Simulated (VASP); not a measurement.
# AlN (R3m) in VASP: notebook

The runs below take AlN through single point, with PBE.

Program: VASP 6.6.1. These are calculated values, not measurements. Logs are shortened: lines on timing, memory, paths and dates and some standing lists are left out, and cuts for length are marked.

### Step 1. The cell of the first run

The structure is trigonal, space group R3m (No. 160). The conventional cell has a = 3.114 Å, b = 3.114 Å, c = 45.759 Å, α = 90.00°, β = 90.00°, γ = 120.00°. Al (site symmetry 3m) has 4 N at 1.91 Å within 2.5 Å. Al (site symmetry 3m) has 4 N at 1.91 Å within 2.5 Å. Within 2.5 Å of Al (site symmetry 3m) lie 4 N at 1.91 Å. Al (site symmetry 3m) has 4 N at 1.91 Å and 1 Al at 2.54 Å within 2.6 Å. Al (site symmetry 3m) has 4 N at 1.91 Å within 2.5 Å. Within 2.7 Å of Al (site symmetry 3m) lie 6 N at 1.91 to 2.62 Å and 1 Al at 2.54 Å. N (site symmetry 3m) has 4 Al at 1.91 Å within 2.5 Å. Within 2.5 Å of N (site symmetry 3m) lie 4 Al at 1.91 Å.

### Step 2. Single point, PBE (the part above a cut slid along it)

The input, INCAR:

```
PREC = Accurate
ENCUT = 520
EDIFF = 1E-7
ISMEAR = 0
SIGMA = 0.05
LREAL = False
LASPH = True
NELM = 60
ALGO = Normal
ISIF = 2
LWAVE = False
LCHARG = True
GGA = PE
LELF = True
LVHAR = True
NBANDS = 36
```

The input, KPOINTS:

```
regular mesh
0
Gamma
  8 8 2
```

The input, POSCAR:

```
AlN
1.0
    2.2015871003     -2.2015871003      0.0000000000
    2.2015871003      0.0000000000     -2.2015871003
   10.2739263623      8.0725594207      8.0725594207
Al N
6 6
Direct
    0.8680798600     -0.1319201400      0.3958000000
    0.2569631933      0.2569631933      0.2291333333
    0.4791965267      0.4791965267      0.5624666667
    0.7014298600      0.7014298600      0.8958000000
    0.0903131933      0.0903131933      0.7291333333
    0.6458465267      0.6458465267      0.0624666667
    0.5208590267      0.5208590267      0.4374666667
    0.9097423600     -0.0902576400      0.2708000000
    0.1319756933      0.1319756933      0.6041333333
    0.3542090267      0.3542090267      0.9374666667
   -0.2569076400     -0.2569076400      0.7708000000
    0.2986256933      0.2986256933      0.1041333333
```

Potentials or basis: VASP PAW PBE potentials, release 64 (Al, N).

Launch:

```sh
cat potpaw_PBE.64/Al/POTCAR potpaw_PBE.64/N/POTCAR > POTCAR
mpirun -np 1 vasp_std > vasp.out
```

OUTCAR:

```text
PREC = Accurate
   ENCUT = 520
   EDIFF = 1E-7
   ISMEAR = 0
   LREAL = False
   LASPH = True
   NELM = 60
   ISIF = 2
   GGA = PE

 ion  position               nearest neighbor table
   1  0.868  0.868  0.396-   7 1.91   8 1.91   7 1.91   7 1.91   3 3.11   2 3.11   3 3.11   3 3.11
                             2 3.11   2 3.11
   2  0.257  0.257  0.229-   8 1.91  12 1.91   8 1.91   8 1.91   6 3.11   6 3.11   6 3.11   1 3.11
                             1 3.11   1 3.11
   3  0.479  0.479  0.562-   9 1.91   9 1.91   7 1.91   9 1.91   5 3.11   5 3.11   5 3.11   1 3.11
                             1 3.11   1 3.11
   4  0.701  0.701  0.896-  10 1.91  11 1.91  10 1.91  10 1.91   6 2.54   5 3.11   5 3.11   5 3.11

   5  0.090  0.090  0.729-  11 1.91   9 1.91  11 1.91  11 1.91   3 3.11   3 3.11   3 3.11   4 3.11
                             4 3.11   4 3.11
   6  0.646  0.646  0.062-  12 1.91  12 1.91  12 1.91   4 2.54   2 3.11   2 3.11   2 3.11
   7  0.521  0.521  0.437-   1 1.91   3 1.91   1 1.91   1 1.91
   8  0.910  0.910  0.271-   2 1.91   1 1.91   2 1.91   2 1.91
   9  0.132  0.132  0.604-   3 1.91   3 1.91   5 1.91   3 1.91
  10  0.354  0.354  0.937-   4 1.91   4 1.91   4 1.91
  11  0.743  0.743  0.771-   5 1.91   4 1.91   5 1.91   5 1.91
  12  0.299  0.299  0.104-   6 1.91   6 1.91   2 1.91   6 1.91

  LATTYP: Found a trigonal (rhomboedric) cell.
 ALAT       =    15.3585804715
 COS(alpha) =     0.9794520407

  Lattice vectors:

 A1 = (  10.2739263623,   8.0725594207,   8.0725594207)
 A2 = (   8.0723392620,  10.2741465210,   8.0725594207)
 A3 = (   8.0723392620,   8.0725594207,  10.2741465210)

Analysis of symmetry for initial positions (statically):
=====================================================================
 Subroutine PRICEL returns:
 Original cell was already a primitive cell.

 Routine SETGRP: Setting up the symmetry group for a
 trigonal (rhombohedral) supercell.

 Subroutine GETGRP returns: Found  2 space group operations
 (whereof  2 operations were pure point group operations)
 out of a pool of 12 trial point group operations.

The static configuration has the point symmetry C_1h.

Analysis of symmetry for dynamics (positions and initial velocities):
=====================================================================
 Subroutine PRICEL returns:
 Original cell was already a primitive cell.

 Routine SETGRP: Setting up the symmetry group for a
 trigonal (rhombohedral) supercell.

 Subroutine GETGRP returns: Found  2 space group operations
 (whereof  2 operations were pure point group operations)
 out of a pool of 12 trial point group operations.

The dynamic configuration has the point symmetry C_1h.

 Subroutine INISYM returns: Found  2 space group operations
 (whereof  2 operations are pure point group operations),
 and found     1 'primitive' translations

----------------------------------------------------------------------------------------

                                     Primitive cell

  volume of cell :     128.0527

  direct lattice vectors                    reciprocal lattice vectors
     2.201587100 -2.201587100  0.000000000     0.138790027 -0.315427751  0.138790027
     2.201587100  0.000000000 -2.201587100     0.138790027  0.138790027 -0.315427751
    10.273926362  8.072559421  8.072559421     0.037851481  0.037851481  0.037851481

  length of vectors
     3.113514336  3.113514336 15.358580471     0.371510443  0.371510443  0.065560689

  position of ions in fractional coordinates (direct lattice)
     0.868079860  0.868079860  0.395800000
     0.256963193  0.256963193  0.229133333
     0.479196527  0.479196527  0.562466667
     0.701429860  0.701429860  0.895800000
     0.090313193  0.090313193  0.729133333
     0.645846527  0.645846527  0.062466667
     0.520859027  0.520859027  0.437466667
     0.909742360  0.909742360  0.270800000
     0.131975693  0.131975693  0.604133333
     0.354209027  0.354209027  0.937466667
     0.743092360  0.743092360  0.770800000
     0.298625693  0.298625693  0.104133333

  ion indices of the primitive-cell ions
   primitive index   ion index
[... 42 lines left out ...]
|                                                                             |
|     Your reciprocal lattice and k-lattice belong to different lattice       |
|     classes:                                                                |
|                                                                             |
|        The reciprocal lattice is rhombohedral (trigonal),                   |
|        whereas your k-lattice is base-centered monoclinic.                  |
|                                                                             |
|     Results are often still useful ...                                      |
|                                                                             |
 -----------------------------------------------------------------------------

 WARNING: IBZKPT: internal override: KBLOWUP is changed to .FALSE.
      ... skipping the blow-up phase ...

 Subroutine IBZKPT returns following result:
 ===========================================

 Found     42 irreducible k-points:

 Following reciprocal coordinates:
            Coordinates               Weight
  0.000000  0.000000  0.000000      1.000000
  0.125000  0.000000  0.000000      4.000000
  0.250000  0.000000  0.000000      4.000000
  0.375000  0.000000  0.000000      4.000000
  0.500000  0.000000  0.000000      2.000000
  0.125000  0.125000  0.000000      2.000000
[... 16 lines left out ...]
  0.125000  0.000000  0.500000      4.000000
  0.250000  0.000000  0.500000      4.000000
 [... further k-points ...]
   k-points           NKPTS =     42   k-points in BZ     NKDIM =     42   number of bands    NBANDS=     36
   number of dos      NEDOS =    301   number of ions     NIONS =     12
   total plane-waves  NPLWV =  69120
   dimension x,y,z NGX =    24 NGY =   24 NGZ =  120
   dimension x,y,z NGXF=    48 NGYF=   48 NGZF=  240
   ions per type =               6   6
   NGX,Y,Z   is equivalent  to a cutoff of  12.81, 12.81, 12.99 a.u.
   NGXF,Y,Z  is equivalent  to a cutoff of  25.63, 25.63, 25.98 a.u.
 SYSTEM =  unknown system
   PREC   = accura    normal or accurate (medium, high low for compatibility)
   ISTART =      0    job   : 0-new  1-cont  2-samecut
   ICHARG =      2    charge: 1-file 2-atom 10-const
   ISPIN  =      1    spin polarized calculation?
   LNONCOLLINEAR =      F non collinear calculations
   LSORBIT =      F    spin-orbit coupling
   LASPH  =      T    aspherical Exc in radial PAW
   ENCUT  =  520.0 eV  38.22 Ry    6.18 a.u.   5.79  5.79 28.56*2*pi/ulx,y,z
   NELM   =     60;   NELMIN=  2; NELMDL= -5     # of ELM steps
   EDIFF  = 0.1E-06   stopping-criterion for ELM
   LREAL  =      F    real-space projection
   EDIFFG = 0.1E-05   stopping-criterion for IOM
   NSW    =      0    number of steps for IOM
   IBRION =     -1    ionic relax: 0-MD 1-quasi-New 2-CG
   NFREE  =      0    steps in history (QN), initial steepest desc. (CG)
   ISIF   =      2    stress and relaxation
   ISYM   =      2    0-nonsym 1-usesym 2-fastsym
   POTIM  = 0.5000    time-step for ionic-motion
   TEBEG  =    0.0;   TEEND  =   0.0 temperature during run
   PSTRESS=    0.0 pullay stress
   NELECT =      48.0000    total number of electrons
   NUPDOWN=      -1.0000    fix difference up-down
   EMIN   =  10.00;   EMAX   =-10.00  energy-range for DOS
   EFERMI =   0.00;   METHOD = LEGACY
   ISMEAR =     0;   SIGMA  =   0.05  broadening in eV -4-tet -1-fermi 0-gaus
   EFERMI_NEDOS =   21; number of points for ismear=-14 and -15
   IALGO  =     38    algorithm
   IMIX   =      4    mixing-type and parameters
     AMIX     =   0.40;   BMIX     =  1.00
     AMIX_MAG =   1.60;   BMIX_MAG =  1.00
  volume/ion in A,a.u.               =      10.67        72.01
  Fermi-wavevector in a.u.,A,eV,Ry     =   1.180390  2.230614 18.957286  1.393321
  Thomas-Fermi vector in A             =   2.316684
   LORBIT       =      0    0 simple, 1 ext, 2 COOP (PROOUT), +10 PAW based schemes
   GGA     = PE    functional components
   LHFCALC =     F    Hartree Fock is set to
   AEXX    =    0.0000 exact exchange contribution
   IVDW    =     0    specifies the selected vdW correction
   LEPSILON=     F    determine dielectric tensor
   LRPA    =     F    only Hartree local field effects (RPA)
 non-spin polarized calculation
 Gauss-broadening in eV      SIGMA  =   0.05
  energy-cutoff  :      520.00
  volume of cell :      128.05
 maximum number of plane-waves:      3468
   NGX = 11   NGY = 11   NGZ = 57

 number of electron      48.0000005 magnetization

 Free energy of the ion-electron system (eV)
  ---------------------------------------------------
  ext. energy  EPLUGINS =         0.00000000
  ---------------------------------------------------
  free energy    TOTEN  =       -86.90204438 eV

  energy without entropy =      -86.90204438  energy(sigma->0) =      -86.90204438

 E-fermi :   6.5278     XC(G=0): -10.8523

 val. band max:        6.2981977907   @ k =  -0.3750   0.3750   0.0000
 cond. band min:       8.7626473151   @ k =   0.5000   0.0000   0.0000
 fundamental gap:      2.4644495244
 Fermi energy:         6.5277680508

 k-point     1 :       0.0000    0.0000    0.0000
  band No.  band energies     occupation
      1      -9.0953      2.00000
      2      -8.6913      2.00000
      3      -8.6023      2.00000
      4      -7.7194      2.00000
      5      -7.6359      2.00000
      6      -7.0023      2.00000
[... 925 lines left out ...]
     35      16.0572      0.00000
     36      16.4301      0.00000

 [... further k-points ...]
[... 5 lines left out ...]
  --------------------------------------------------------------------------------------
  -------------------------------------------------------------------------------------
  Total       -0.0576643     -0.0546368     -0.0546368      3.5311739      3.5318861      3.5311739
  in kB       -0.7214868     -0.6836073     -0.6836073     44.1815373     44.1904484     44.1815373
  external PRESSURE =      -0.6962338 kB  Pullay stress =       0.0000000 kB

 VOLUME and BASIS-vectors are now :
 -----------------------------------------------------------------------------
  energy-cutoff  :      520.00
  volume of cell :      128.05
      direct lattice vectors                 reciprocal lattice vectors
     2.201587100 -2.201587100  0.000000000     0.138790027 -0.315427751  0.138790027
     2.201587100  0.000000000 -2.201587100     0.138790027  0.138790027 -0.315427751
    10.273926362  8.072559421  8.072559421     0.037851481  0.037851481  0.037851481

 POSITION                                       TOTAL-FORCE (eV/Angst)
 -----------------------------------------------------------------------------------
      7.88873      1.28397      1.28397         0.031910      0.031905      0.031905
      3.48555      1.28397      1.28397         0.170425      0.170471      0.170471
      7.88873      3.48555      3.48555         0.034530      0.034533      0.034533
     12.29190      5.68714      5.68714        -1.037792     -1.037961     -1.037961
      7.88873      5.68714      5.68714         0.046862      0.046875      0.046875
      3.48555     -0.91762     -0.91762         0.443597      0.444047      0.444047
      6.78793      2.38476      2.38476        -0.032438     -0.032444     -0.032444
      6.78793      0.18317      0.18317        -0.021148     -0.021236     -0.021236
      6.78793      4.58635      4.58635        -0.034460     -0.034358     -0.034358
     11.19111      6.78793      6.78793        -0.255632     -0.256311     -0.256311
     11.19111      4.58635      4.58635        -0.067528     -0.067636     -0.067636
      2.38476      0.18317      0.18317         0.721674      0.722116      0.722116
 -----------------------------------------------------------------------------------
    total drift:                               -0.000678     -0.000685     -0.000685

  FREE ENERGIE OF THE ION-ELECTRON SYSTEM (eV)
  ---------------------------------------------------
  free  energy   TOTEN  =       -86.9020443755 eV

  energy  without entropy=      -86.9020443755  energy(sigma->0) =      -86.90204438
```

Wall time 6.5 min (1 thread of AMD EPYC 7R13, shared host); peak memory 0.32 GiB.

What came out:

| Property | Result |
| --- | --- |
| Free energy | -86.9020 eV |
| Pressure | -0.1 GPa |
| Largest force | 1.798 eV/Å |
| Band gap on the k mesh | 2.46 eV (least direct gap 2.52 eV) |

Forces in eV/Å, atoms in the order of the input:
```
Al   0.032  0.032  0.032
Al   0.170  0.170  0.170
Al   0.035  0.035  0.035
Al  -1.038 -1.038 -1.038
Al   0.047  0.047  0.047
Al   0.444  0.444  0.444
N   -0.032 -0.032 -0.032
N   -0.021 -0.021 -0.021
N   -0.034 -0.034 -0.034
N   -0.256 -0.256 -0.256
N   -0.068 -0.068 -0.068
N    0.722  0.722  0.722
```

Stress tensor (GPa, compression positive):
```
-0.07  4.42  4.42
 4.42 -0.07  4.42
 4.42  4.42 -0.07
```

Caveat: the cell differs from its parent crystal (the part above a cut slid along it); forces of over 1 eV/Å act on the atoms, so gaps and moduli don't describe the material at rest.

### Step 3. Single point, PBE (the part above a cut slid along it)

The input, INCAR:

```
SYSTEM = AlN
  PREC = Accurate
  ENCUT = 520
  EDIFF = 1E-7
  ISMEAR = 0
  SIGMA = 0.05
  LREAL = .False.
  LASPH = .True.
  NELM = 60
  ALGO = Normal
  ISIF = 2
  LWAVE = .False.
  LCHARG = .False.
  GGA = PE
  NBANDS = 36
```

The input, KPOINTS:

```
Automatic mesh
0
Gamma
  8 8 2
  0 0 0
```

The input, POSCAR:

```
AlN
1.0
    2.2015871003     -2.2015871003      0.0000000000
    2.2015871003      0.0000000000     -2.2015871003
   11.7419446407      7.3385502814      7.3385502814
Al N
6 6
Direct
    0.7361201400     -0.2638798600      0.3958000000
    0.1805701400      0.1805701400      0.2291333333
    0.2916701400      0.2916701400      0.5624666667
    0.4027701400      0.4027701400      0.8958000000
   -0.1527798600     -0.1527798600      0.7291333333
    0.6250201400      0.6250201400      0.0624666667
    0.3750076400      0.3750076400      0.4374666667
    0.8194576400     -0.1805423600      0.2708000000
   -0.0694423600     -0.0694423600      0.6041333333
    0.0416576400      0.0416576400      0.9374666667
   -0.5138923600     -0.5138923600      0.7708000000
    0.2639076400      0.2639076400      0.1041333333
```

Potentials or basis: VASP PAW PBE potentials, release 64 (Al, N).

Launch:

```sh
cat potpaw_PBE.64/Al/POTCAR potpaw_PBE.64/N/POTCAR > POTCAR
mpirun -np 1 vasp_std > vasp.out
```

It took 6 min on 1 thread of AMD EPYC 7R13, shared host; peak memory 0.33 GiB.

It converged, with:

| Item | Value |
| --- | --- |
| Free energy | -88.0642 eV |
| Pressure | -2.5 GPa |
| Largest force | 0.703 eV/Å |
| Band gap on the k mesh | 3.33 eV (least direct gap 3.54 eV) |

Forces on the atoms (eV/Å):
```
Al   0.045  0.045  0.045
Al   0.055  0.055  0.055
Al   0.044  0.044  0.044
Al  -0.073 -0.074 -0.074
Al   0.049  0.049  0.049
Al  -0.360 -0.360 -0.360
N   -0.044 -0.044 -0.044
N   -0.044 -0.045 -0.045
N   -0.044 -0.044 -0.044
N    0.406  0.406  0.406
N   -0.061 -0.061 -0.061
N    0.027  0.027  0.027
```

Stress tensor (GPa, compression positive):
```
-2.47  0.74  0.74
 0.74 -2.47  0.74
 0.74  0.74 -2.47
```

Levels at points of the mesh, in eV from the valence-band top:
```csv
k point,band 20,band 21,band 22,band 23,band 24,band 25,band 26,band 27,band 28,band 29
"(0.00, 0.00, 0.00)",-0.33,-0.33,-0.17,-0.17,0.00,3.54,4.91,5.22,6.28,6.62
"(0.50, 0.00, 0.00)",-1.20,-1.13,-1.07,-0.70,-0.66,3.43,4.06,4.82,5.38,6.25
"(0.50, 0.50, 0.00)",-1.20,-1.13,-1.07,-0.70,-0.66,3.43,4.06,4.82,5.38,6.25
"(0.00, 0.00, 0.50)",-0.44,-0.30,-0.30,-0.18,-0.18,3.90,4.26,5.76,6.06,6.59
"(0.50, 0.00, 0.50)",-1.41,-1.08,-0.88,-0.75,-0.62,3.33,4.19,4.90,5.17,6.40
"(0.50, 0.50, 0.50)",-1.41,-1.08,-0.88,-0.75,-0.62,3.33,4.18,4.90,5.17,6.40
```

Caveat: the cell differs from its parent crystal (the part above a cut slid along it). A k mesh can miss the band edges.
